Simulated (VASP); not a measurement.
# P (R-3m) in VASP: density of states with PBE

Aim: the density of states of P with PBE.

All numbers are computed with VASP 6.6.1; they aren't measurements. Logs are shortened: lines on timing, memory, paths and dates and some standing lists are left out, and cuts for length are marked.

## Step 1: The cell of the first run

The structure is trigonal, space group R-3m (No. 166). The conventional cell has a = 3.565 Å, b = 3.565 Å, c = 9.900 Å, α = 90.00°, β = 90.00°, γ = 120.00°. P (site symmetry 3m) has 6 P at 2.39 to 2.94 Å within 3.2 Å.

## Step 2: Density of states, PBE

The input, POSCAR:

```
P
1.0
    1.7824930000      3.0873620000      0.0000000000
   -1.7824930000      3.0873620000      0.0000000000
    0.0000000000     -2.0582420000      3.3001500000
P
2
Direct
    0.2276400000      0.2276400000      0.6829200000
    0.7723600000      0.7723600000      0.3170800000
```

The input, INCAR.step1:

```
SYSTEM = P
ALGO     = Normal         ! electronic algorithm
EDIFF    = 1E-6           ! SCF threshold, eV
ENCUT    = 520            ! plane-wave cutoff, eV
GGA      = PE             ! functional
ISIF     = 2              ! what is computed and relaxed
ISMEAR   = -1             ! smearing method
LASPH    = .True.         ! aspherical terms in the spheres
LCHARG   = .True.         ! write CHGCAR
LREAL    = .False.        ! projectors in reciprocal space
LWAVE    = .False.        ! write WAVECAR
NBANDS   = 12             ! bands
NELM     = 80             ! most SCF steps
PREC     = Accurate       ! precision mode
SIGMA    = 0.1            ! smearing width, eV
```

The input, KPOINTS.step1:

```
k-points
0
Gamma
  11 11 11
  0 0 0
```

The input, INCAR.step2:

```
SYSTEM = P
ALGO     = Normal         ! electronic algorithm
EDIFF    = 1E-6           ! SCF threshold, eV
ENCUT    = 520            ! plane-wave cutoff, eV
GGA      = PE             ! functional
ICHARG   = 11             ! starting density
ISIF     = 2              ! what is computed and relaxed
ISMEAR   = -5             ! smearing method
LASPH    = .True.         ! aspherical terms in the spheres
LCHARG   = .False.        ! write CHGCAR
LORBIT   = 10             ! projections on sites
LREAL    = .False.        ! projectors in reciprocal space
LWAVE    = .False.        ! write WAVECAR
NBANDS   = 12             ! bands
NEDOS    = 1001           ! points of the DOS
NELM     = 80             ! most SCF steps
PREC     = Accurate       ! precision mode
SIGMA    = 0.1            ! smearing width, eV
```

The input, KPOINTS.step2:

```
k-points
0
Gamma
  17 17 17
  0 0 0
```

Potentials or basis: VASP PAW PBE potentials, release 64 (P).

Run with:

```
$ cat potpaw_PBE.64/P/POTCAR > POTCAR
$ cp INCAR.step1 INCAR
$ cp KPOINTS.step1 KPOINTS
$ mpirun -np 1 vasp_std > vasp.out
$ cp INCAR.step2 INCAR
$ cp KPOINTS.step2 KPOINTS
$ mpirun -np 1 vasp_std > vasp.out
```

OUTCAR:

```text
SYSTEM = P
   EDIFF = 1E-6
   ENCUT = 520
   GGA = PE
   ICHARG = 11
   ISIF = 2
   ISMEAR = -5
   LASPH = .True.
   LORBIT = 10
   LREAL = .False.
   NELM = 80
   PREC = Accurate

 ion  position               nearest neighbor table
   1  0.228  0.228  0.683-   2 2.39   2 2.39   2 2.39   2 2.94   2 2.94   2 2.94
   2  0.772  0.772  0.317-   1 2.39   1 2.39   1 2.39   1 2.94   1 2.94   1 2.94

  LATTYP: Found a trigonal (rhomboedric) cell.
 ALAT       =     3.8893906068
 COS(alpha) =     0.5799291557

  Lattice vectors:

 A1 = (   1.7824930000,   1.0291200000,   3.3001500000)
 A2 = (  -1.7824930000,   1.0291200000,   3.3001500000)
 A3 = (   0.0000000000,  -2.0582420000,   3.3001500000)

Analysis of symmetry for initial positions (statically):
=====================================================================
 Subroutine PRICEL returns:
 Original cell was already a primitive cell.

 Routine SETGRP: Setting up the symmetry group for a
 trigonal (rhombohedral) supercell.

 Subroutine GETGRP returns: Found 12 space group operations
 (whereof 12 operations were pure point group operations)
 out of a pool of 12 trial point group operations.

The static configuration has the point symmetry D_3d.

Analysis of symmetry for dynamics (positions and initial velocities):
=====================================================================
 Subroutine PRICEL returns:
 Original cell was already a primitive cell.

 Routine SETGRP: Setting up the symmetry group for a
 trigonal (rhombohedral) supercell.

 Subroutine GETGRP returns: Found 12 space group operations
 (whereof 12 operations were pure point group operations)
 out of a pool of 12 trial point group operations.

The dynamic configuration has the point symmetry D_3d.

 Subroutine INISYM returns: Found 12 space group operations
 (whereof 12 operations are pure point group operations),
 and found     1 'primitive' translations

----------------------------------------------------------------------------------------

                                     Primitive cell

  volume of cell :      36.3228

  direct lattice vectors                    reciprocal lattice vectors
     1.782493000  3.087362000  0.000000000     0.280506010  0.161950558  0.101005543
    -1.782493000  3.087362000  0.000000000    -0.280506010  0.161950558  0.101005543
     0.000000000 -2.058242000  3.300150000     0.000000000  0.000000000  0.303016530
[... 100 lines left out ...]
   EFERMI =   0.00;   METHOD = LEGACY
   ISMEAR =    -5;   SIGMA  =   0.10  broadening in eV -4-tet -1-fermi 0-gaus
   EFERMI_NEDOS =   21; number of points for ismear=-14 and -15
   IALGO  =     38    algorithm
   IMIX   =      4    mixing-type and parameters
     AMIX     =   0.40;   BMIX     =  1.00
     AMIX_MAG =   1.60;   BMIX_MAG =  1.00
  volume/ion in A,a.u.               =      18.16       122.56
  Fermi-wavevector in a.u.,A,eV,Ry     =   1.064997  2.012553 15.431988  1.134219
  Thomas-Fermi vector in A             =   2.200534
   LORBIT       =     10    0 simple, 1 ext, 2 COOP (PROOUT), +10 PAW based schemes
   GGA     = PE    functional components
   LHFCALC =     F    Hartree Fock is set to
   AEXX    =    0.0000 exact exchange contribution
   IVDW    =     0    specifies the selected vdW correction
   LEPSILON=     F    determine dielectric tensor
   LRPA    =     F    only Hartree local field effects (RPA)
 non-spin polarized calculation
 Fermi weights with tetrahedron method with Bloechl corrections
  energy-cutoff  :      520.00
  volume of cell :       36.32
 maximum number of plane-waves:      1005

 number of electron       9.9999999 magnetization

 Free energy of the ion-electron system (eV)
  ---------------------------------------------------
  ext. energy  EPLUGINS =         0.00000000
  ---------------------------------------------------
  free energy    TOTEN  =       -10.56067614 eV

  energy without entropy =      -10.56067614  energy(sigma->0) =      -10.56067614

 E-fermi :   7.4251     XC(G=0): -10.2371

 val. band max:        7.4895671173   @ k =   0.1176   0.0000   0.2941
 cond. band min:       7.3337937346   @ k =   0.4118   0.0000   0.0588
 fundamental gap:     -0.1557733827
 Fermi energy:         7.4250593327

 k-point     1 :       0.0000    0.0000    0.0000
  band No.  band energies     occupation
      1      -7.9679      2.00000
      2       2.9205      2.00000
      3       4.4178      2.00000
      4       4.8773      2.00000
      5       4.8773      2.00000
      6       8.8122      0.00000
      7       9.9688      0.00000
      8       9.9689      0.00000
      9      13.3720      0.00000
     10      13.3721      0.00000
     11      14.3278      0.00000
     12      14.7298      0.00000
[... 331 lines left out ...]
 k-point    24 :      -0.1176    0.0588    0.0000
  band No.  band energies     occupation
      1      -7.6355      2.00000
      2       1.5200      2.00000
      3       4.2656      2.00000
      4       4.7064      2.00000
      5       5.1428      2.00000
      6       9.2113      0.00000
      7       9.4828      0.00000
      8       9.9077      0.00000
      9      12.1908      0.00000
     10      12.9406      0.00000
     11      13.8432      0.00000
     12      16.0038      0.00000

 [... further k-points ...]

------------------------ aborting loop because EDIFF is reached ----------------------------------------

  FORCE on cell =-STRESS in cart. coord.  units (eV):
  Direction    XX          YY          ZZ          XY          YZ          ZX
  --------------------------------------------------------------------------------------
  -------------------------------------------------------------------------------------
  Total       -1.5990708     -1.5990642     -1.5764998      0.0000000      0.0000003      0.0000000
  in kB      -70.5341145    -70.5338202    -69.5385179      0.0000000      0.0000140      0.0000000
  external PRESSURE =     -70.2021509 kB  Pullay stress =       0.0000000 kB

 VOLUME and BASIS-vectors are now :
 -----------------------------------------------------------------------------
  energy-cutoff  :      520.00
  volume of cell :       36.32
      direct lattice vectors                 reciprocal lattice vectors
     1.782493000  3.087362000  0.000000000     0.280506010  0.161950558  0.101005543
    -1.782493000  3.087362000  0.000000000    -0.280506010  0.161950558  0.101005543
     0.000000000 -2.058242000  3.300150000     0.000000000  0.000000000  0.303016530

 POSITION                                       TOTAL-FORCE (eV/Angst)
 -----------------------------------------------------------------------------------
      0.00000     -0.00000      2.25374         0.000000      0.000000     -0.713842
      0.00000      4.11648      1.04641         0.000000     -0.000000      0.713842
 -----------------------------------------------------------------------------------
    total drift:                                0.000000      0.000000      0.000000

  FREE ENERGIE OF THE ION-ELECTRON SYSTEM (eV)
  ---------------------------------------------------
  free  energy   TOTEN  =       -10.5606761393 eV

  energy  without entropy=      -10.5606761393  energy(sigma->0) =      -10.56067614

 total charge

# of ion       s       p       d       tot
------------------------------------------
    1        1.107   1.271   0.000   2.378
    2        1.107   1.271   0.000   2.378
--------------------------------------------------
tot          2.214   2.542   0.000   4.756
```

OSZICAR.step1:

```text
N       E                     dE             d eps       ncg     rms          rms(c)
DAV:   1     0.222607168546E+02    0.22261E+02   -0.44053E+03  3504   0.709E+02
DAV:   2    -0.933246738450E+01   -0.31593E+02   -0.30065E+02  4684   0.112E+02
DAV:   3    -0.105758653633E+02   -0.12434E+01   -0.12377E+01  4584   0.215E+01
DAV:   4    -0.105846118321E+02   -0.87465E-02   -0.87443E-02  4192   0.220E+00
DAV:   5    -0.105846909064E+02   -0.79074E-04   -0.79072E-04  4600   0.202E-01    0.573E+00
DAV:   6    -0.105745744293E+02    0.10116E-01   -0.34895E-03  4200   0.388E-01    0.340E+00
DAV:   7    -0.105687826961E+02    0.57917E-02   -0.90796E-03  4132   0.647E-01    0.113E-01
DAV:   8    -0.105690491941E+02   -0.26650E-03   -0.63940E-04  4328   0.164E-01    0.348E-02
DAV:   9    -0.105690742203E+02   -0.25026E-04   -0.36956E-05  4480   0.414E-02    0.211E-02
DAV:  10    -0.105690792721E+02   -0.50518E-05   -0.85156E-06  4196   0.182E-02    0.645E-03
DAV:  11    -0.105690796233E+02   -0.35122E-06   -0.38980E-07  2792   0.427E-03
   1 F= -.10569080E+02 E0= -.10565033E+02  d E =-.809370E-02
```

Wall time 1.8 min (1 thread of Intel Xeon Platinum 8375C at 2.90GHz (Ice Lake), shared host); peak memory 0.27 GiB.

What came out:

* Valence electrons inside the program's atomic spheres: P 2.38

Caveat: tetrahedron occupations give inexact forces and stress in metals.
